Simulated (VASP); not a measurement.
# Mo3W (Fm-3m) in VASP: further runs

The runs below take Mo3W through relaxation of cell and atoms, single point, with PBE.

All numbers are computed with VASP 6.6.1; they aren't measurements. Logs are shortened: lines on timing, memory, paths and dates and some standing lists are left out, and cuts for length are marked.

## Step 1: The cell of the first run

Symmetry: Fm-3m, No. 225, cubic system. The conventional cell has a = 6.337 Å, b = 6.337 Å, c = 6.337 Å, α = 90.00°, β = 90.00°, γ = 90.00°. Mo (site symmetry -43m) has 10 Mo at 2.74 to 3.17 Å and 4 W at 2.74 Å within 3.6 Å. Mo (site symmetry m-3m) has 8 Mo at 2.74 Å and 6 W at 3.17 Å within 3.6 Å. W (site symmetry m-3m) has 14 Mo at 2.74 to 3.17 Å within 3.6 Å.

## Step 2: Relaxation of cell and atoms, PBE

INCAR

```
SYSTEM = Mo3W
  PREC = Accurate
  ENCUT = 600
  EDIFF = 1E-6
  ISMEAR = 0
  SIGMA = 0.1
  LREAL = .False.
  LASPH = .True.
  NELM = 80
  ALGO = Normal
  ISIF = 3
  LWAVE = .False.
  LCHARG = .False.
  GGA = PE
  IBRION = 2
  NSW = 90
  EDIFFG = -0.04
```

KPOINTS

```
Automatic mesh
0
Gamma
  6 6 6
  0 0 0
```

POSCAR

```
Mo3W
1.0
    0.0000000000      3.1686524050      3.1686524050
    3.1686524050      0.0000000000      3.1686524050
    3.1686524050      3.1686524050      0.0000000000
Mo W
3 1
Direct
    0.7500000000      0.7500000000      0.7500000000
    0.2500000000      0.2500000000      0.2500000000
    0.0000000000      0.0000000000      0.0000000000
    0.5000000000      0.5000000000      0.5000000000
```

Potentials or basis: VASP PAW PBE potentials, release 64 (Mo_sv, W_sv).

The run is started by

```console
$ cat potpaw_PBE.64/Mo_sv/POTCAR potpaw_PBE.64/W_sv/POTCAR > POTCAR
$ mpirun -np 1 vasp_std > vasp.out
```

OUTCAR:

```text
SYSTEM = Mo3W
   PREC = Accurate
   ENCUT = 600
   EDIFF = 1E-6
   ISMEAR = 0
   LREAL = .False.
   LASPH = .True.
   NELM = 80
   ISIF = 3
   GGA = PE
   IBRION = 2
   NSW = 90
   EDIFFG = -0.04

 ion  position               nearest neighbor table
   1  0.750  0.750  0.750-   4 2.74   3 2.74   4 2.74   3 2.74   4 2.74   4 2.74   3 2.74   3 2.74
                             2 3.17   2 3.17   2 3.17   2 3.17   2 3.17   2 3.17
   2  0.250  0.250  0.250-   3 2.74   3 2.74   4 2.74   4 2.74   3 2.74   3 2.74   4 2.74   4 2.74
                             1 3.17   1 3.17   1 3.17   1 3.17   1 3.17   1 3.17
   3  0.000  0.000  0.000-   1 2.74   1 2.74   2 2.74   2 2.74   1 2.74   1 2.74   2 2.74   2 2.74
                             4 3.17   4 3.17   4 3.17   4 3.17   4 3.17   4 3.17
   4  0.500  0.500  0.500-   2 2.74   1 2.74   2 2.74   1 2.74   2 2.74   2 2.74   1 2.74   1 2.74
                             3 3.17   3 3.17   3 3.17   3 3.17   3 3.17   3 3.17

  LATTYP: Found a face centered cubic cell.
 ALAT       =     6.3373048100

  Lattice vectors:

 A1 = (   0.0000000000,   3.1686524050,   3.1686524050)
 A2 = (   3.1686524050,   0.0000000000,   3.1686524050)
 A3 = (   3.1686524050,   3.1686524050,   0.0000000000)

Analysis of symmetry for initial positions (statically):
=====================================================================
 Subroutine PRICEL returns:
 Original cell was already a primitive cell.

 Routine SETGRP: Setting up the symmetry group for a
 face centered cubic supercell.

 Subroutine GETGRP returns: Found 48 space group operations
 (whereof 48 operations were pure point group operations)
 out of a pool of 48 trial point group operations.

The static configuration has the point symmetry O_h .

Analysis of symmetry for dynamics (positions and initial velocities):
=====================================================================
 Subroutine PRICEL returns:
 Original cell was already a primitive cell.

 Routine SETGRP: Setting up the symmetry group for a
 face centered cubic supercell.

 Subroutine GETGRP returns: Found 48 space group operations
 (whereof 48 operations were pure point group operations)
 out of a pool of 48 trial point group operations.

The dynamic configuration has the point symmetry O_h .

 Subroutine INISYM returns: Found 48 space group operations
 (whereof 48 operations are pure point group operations),
 and found     1 'primitive' translations

----------------------------------------------------------------------------------------

                                     Primitive cell

  volume of cell :      63.6288

  direct lattice vectors                    reciprocal lattice vectors
     0.000000000  3.168652405  3.168652405    -0.157795787  0.157795787  0.157795787
     3.168652405  0.000000000  3.168652405     0.157795787 -0.157795787  0.157795787
     3.168652405  3.168652405  0.000000000     0.157795787  0.157795787 -0.157795787

  length of vectors
     4.481151206  4.481151206  4.481151206     0.273310320  0.273310320  0.273310320

  position of ions in fractional coordinates (direct lattice)
     0.750000000  0.750000000  0.750000000
     0.250000000  0.250000000  0.250000000
     0.000000000  0.000000000  0.000000000
     0.500000000  0.500000000  0.500000000

  ion indices of the primitive-cell ions
   primitive index   ion index
                 1           1
                 2           2
                 3           3
                 4           4

----------------------------------------------------------------------------------------

 KPOINTS: Automatic mesh

Automatic generation of k-mesh.
 Grid dimensions read from file:
 generate k-points for:    6    6    6

 Generating k-lattice:

  Cartesian coordinates                     Fractional coordinates (reciprocal lattice)
    -0.026299298  0.026299298  0.026299298     0.166666667  0.000000000  0.000000000
     0.026299298 -0.026299298  0.026299298     0.000000000  0.166666667  0.000000000
     0.026299298  0.026299298 -0.026299298     0.000000000  0.000000000  0.166666667

  Length of vectors
     0.045551720  0.045551720  0.045551720

  Shift w.r.t. Gamma in fractional coordinates (k-lattice)
     0.000000000  0.000000000  0.000000000

 Subroutine IBZKPT returns following result:
 ===========================================

 Found     16 irreducible k-points:

 Following reciprocal coordinates:
            Coordinates               Weight
  0.000000  0.000000  0.000000      1.000000
  0.166667  0.000000  0.000000      8.000000
  0.333333  0.000000  0.000000      8.000000
  0.500000  0.000000  0.000000      4.000000
  0.166667  0.166667  0.000000      6.000000
  0.333333  0.166667  0.000000     24.000000
[... 8 lines left out ...]
 -0.333333  0.333333  0.166667     24.000000
 -0.333333  0.500000  0.166667     12.000000
   k-points           NKPTS =     16   k-points in BZ     NKDIM =     16   number of bands    NBANDS=     33
   number of dos      NEDOS =    301   number of ions     NIONS =      4
   total plane-waves  NPLWV =  46656
   dimension x,y,z NGX =    36 NGY =   36 NGZ =   36
   dimension x,y,z NGXF=    72 NGYF=   72 NGZF=   72
   ions per type =               3   1
   NGX,Y,Z   is equivalent  to a cutoff of  13.36, 13.36, 13.36 a.u.
   NGXF,Y,Z  is equivalent  to a cutoff of  26.71, 26.71, 26.71 a.u.
 SYSTEM =  Mo3W
   PREC   = accura    normal or accurate (medium, high low for compatibility)
   ISTART =      0    job   : 0-new  1-cont  2-samecut
   ICHARG =      2    charge: 1-file 2-atom 10-const
   ISPIN  =      1    spin polarized calculation?
   LNONCOLLINEAR =      F non collinear calculations
   LSORBIT =      F    spin-orbit coupling
   LASPH  =      T    aspherical Exc in radial PAW
   ENCUT  =  600.0 eV  44.10 Ry    6.64 a.u.   8.95  8.95  8.95*2*pi/ulx,y,z
   NELM   =     80;   NELMIN=  2; NELMDL= -5     # of ELM steps
   EDIFF  = 0.1E-05   stopping-criterion for ELM
   LREAL  =      F    real-space projection
   EDIFFG = -.4E-01   stopping-criterion for IOM
   NSW    =     90    number of steps for IOM
   IBRION =      2    ionic relax: 0-MD 1-quasi-New 2-CG
   NFREE  =      1    steps in history (QN), initial steepest desc. (CG)
   ISIF   =      3    stress and relaxation
   ISYM   =      2    0-nonsym 1-usesym 2-fastsym
   POTIM  = 0.5000    time-step for ionic-motion
   TEBEG  =    0.0;   TEEND  =   0.0 temperature during run
   PSTRESS=    0.0 pullay stress
   NELECT =      56.0000    total number of electrons
   NUPDOWN=      -1.0000    fix difference up-down
   EMIN   =  10.00;   EMAX   =-10.00  energy-range for DOS
   EFERMI =   0.00;   METHOD = LEGACY
   ISMEAR =     0;   SIGMA  =   0.10  broadening in eV -4-tet -1-fermi 0-gaus
   EFERMI_NEDOS =   21; number of points for ismear=-14 and -15
   IALGO  =     38    algorithm
   IMIX   =      4    mixing-type and parameters
     AMIX     =   0.40;   BMIX     =  1.00
     AMIX_MAG =   1.60;   BMIX_MAG =  1.00
  volume/ion in A,a.u.               =      15.91       107.35
  Fermi-wavevector in a.u.,A,eV,Ry     =   1.568867  2.964730 33.488631  2.461345
  Thomas-Fermi vector in A             =   2.670835
   LORBIT       =      0    0 simple, 1 ext, 2 COOP (PROOUT), +10 PAW based schemes
   GGA     = PE    functional components
   LHFCALC =     F    Hartree Fock is set to
   AEXX    =    0.0000 exact exchange contribution
   IVDW    =     0    specifies the selected vdW correction
   LEPSILON=     F    determine dielectric tensor
   LRPA    =     F    only Hartree local field effects (RPA)
 conjugate gradient relaxation of ions
 non-spin polarized calculation
 Gauss-broadening in eV      SIGMA  =   0.10
  energy-cutoff  :      600.00
  volume of cell :       63.63
 maximum number of plane-waves:      2158
   NGX = 17   NGY = 17   NGZ = 17

 number of electron      56.0000006 magnetization

 Free energy of the ion-electron system (eV)
  ---------------------------------------------------
  ext. energy  EPLUGINS =         0.00000000
  ---------------------------------------------------
  free energy    TOTEN  =       -45.77442425 eV

  energy without entropy =      -45.75720706  energy(sigma->0) =      -45.76581566

 E-fermi :  12.1845     XC(G=0): -13.3750

 val. band max:       12.1483453637   @ k =   0.3333   0.1667   0.0000
 cond. band min:      12.2203941649   @ k =   0.3333   0.3333   0.0000
 fundamental gap:      0.0720488012
 Fermi energy:        12.1844560148

 k-point     1 :       0.0000    0.0000    0.0000
  band No.  band energies     occupation
      1     -62.0042      2.00000
      2     -49.1494      2.00000
      3     -48.8677      2.00000
      4     -48.8252      2.00000
      5     -26.2490      2.00000
      6     -26.2490      2.00000
[... 25 lines left out ...]
     32      14.4951      0.00000
     33      14.9703      0.00000

 k-point     2 :       0.1667    0.0000    0.0000
  band No.  band energies     occupation
      1     -62.0041      2.00000
      2     -49.1354      2.00000
      3     -48.8717      2.00000
      4     -48.8362      2.00000
      5     -26.2523      2.00000
      6     -26.2523      2.00000
[... 25 lines left out ...]
     32      14.4102      0.00000
     33      14.4141      0.00000

 k-point     3 :       0.3333    0.0000    0.0000
  band No.  band energies     occupation
      1     -62.0040      2.00000
      2     -49.1028      2.00000
      3     -48.8842      2.00000
      4     -48.8582      2.00000
      5     -26.2588      2.00000
      6     -26.2588      2.00000
[... 25 lines left out ...]
     32      14.2137      0.00000
     33      14.2166      0.00000

 k-point     4 :       0.5000    0.0000    0.0000
  band No.  band energies     occupation
      1     -62.0038      2.00000
      2     -49.0826      2.00000
      3     -48.8968      2.00000
      4     -48.8667      2.00000
      5     -26.2620      2.00000
      6     -26.2620      2.00000
[... 385 lines left out ...]
     32      13.5691      0.00000
     33      13.5867      0.00000

 k-point    15 :      -0.3333    0.3333    0.1667
  band No.  band energies     occupation
      1     -62.0038      2.00000
      2     -49.0612      2.00000
      3     -48.8971      2.00000
      4     -48.8886      2.00000
      5     -26.2749      2.00000
      6     -26.2568      2.00000
[... 25 lines left out ...]
     32      13.0753      0.00000
     33      14.6030      0.00000

 k-point    16 :      -0.3333    0.5000    0.1667
  band No.  band energies     occupation
      1     -62.0037      2.00000
      2     -49.0527      2.00000
      3     -48.9024      2.00000
      4     -48.8921      2.00000
      5     -26.2814      2.00000
      6     -26.2709      2.00000
[... 25 lines left out ...]
     32      13.3911      0.00000
     33      14.4589      0.00000

------------------------ aborting loop because EDIFF is reached ----------------------------------------

  FORCE on cell =-STRESS in cart. coord.  units (eV):
  Direction    XX          YY          ZZ          XY          YZ          ZX
  --------------------------------------------------------------------------------------
  -------------------------------------------------------------------------------------
  Total       -0.0954559     -0.0954559     -0.0954559      0.0000000     -0.0000000      0.0000000
  in kB       -2.4035851     -2.4035851     -2.4035851      0.0000000     -0.0000000      0.0000000
  external PRESSURE =      -2.4035851 kB  Pullay stress =       0.0000000 kB

 VOLUME and BASIS-vectors are now :
 -----------------------------------------------------------------------------
  energy-cutoff  :      600.00
  volume of cell :       63.63
      direct lattice vectors                 reciprocal lattice vectors
     0.000000000  3.168652405  3.168652405    -0.157795787  0.157795787  0.157795787
     3.168652405  0.000000000  3.168652405     0.157795787 -0.157795787  0.157795787
     3.168652405  3.168652405  0.000000000     0.157795787  0.157795787 -0.157795787

 POSITION                                       TOTAL-FORCE (eV/Angst)
 -----------------------------------------------------------------------------------
      4.75298      4.75298      4.75298         0.000000      0.000000      0.000000
      1.58433      1.58433      1.58433        -0.000000     -0.000000     -0.000000
      0.00000      0.00000      0.00000         0.000000      0.000000      0.000000
      3.16865      3.16865      3.16865         0.000000      0.000000      0.000000
 -----------------------------------------------------------------------------------
    total drift:                                0.000000      0.000000      0.000000

  FREE ENERGIE OF THE ION-ELECTRON SYSTEM (eV)
  ---------------------------------------------------
  free  energy   TOTEN  =       -45.7744242499 eV

  energy  without entropy=      -45.7572070609  energy(sigma->0) =      -45.76581566

 reached required accuracy - stopping structural energy minimisation
```

Run time: 38 s. Hardware: 1 thread of Intel Xeon Platinum 8259CL at 2.50GHz (Skylake/Cascade Lake), shared host; peak memory 0.21 GiB.

Results:

```
Free energy             : -45.7744 eV
Pressure after relaxing : -0.2 GPa
Band gap on the k mesh  : zero (filled and empty bands touch)
```

Final structure:
```yaml
crystal:
  lattice:
    - [0.00000, 3.16865, 3.16865]
    - [3.16865, 0.00000, 3.16865]
    - [3.16865, 3.16865, 0.00000]
  atoms:
    - { symbol: Mo, position: [0.75000, 0.75000, 0.75000] }
    - { symbol: Mo, position: [0.25000, 0.25000, 0.25000] }
    - { symbol: Mo, position: [0.00000, 0.00000, 0.00000] }
    - { symbol: W, position: [0.50000, 0.50000, 0.50000] }
```

Caveat: the relaxation stopped at its first step, so nothing moved; spin-orbit coupling is left out, which moves the levels of the heavy elements.

(Continued in part 2 of 2.)

The gap in the log of VASP goes by the Fermi energy; the results here count the filled bands.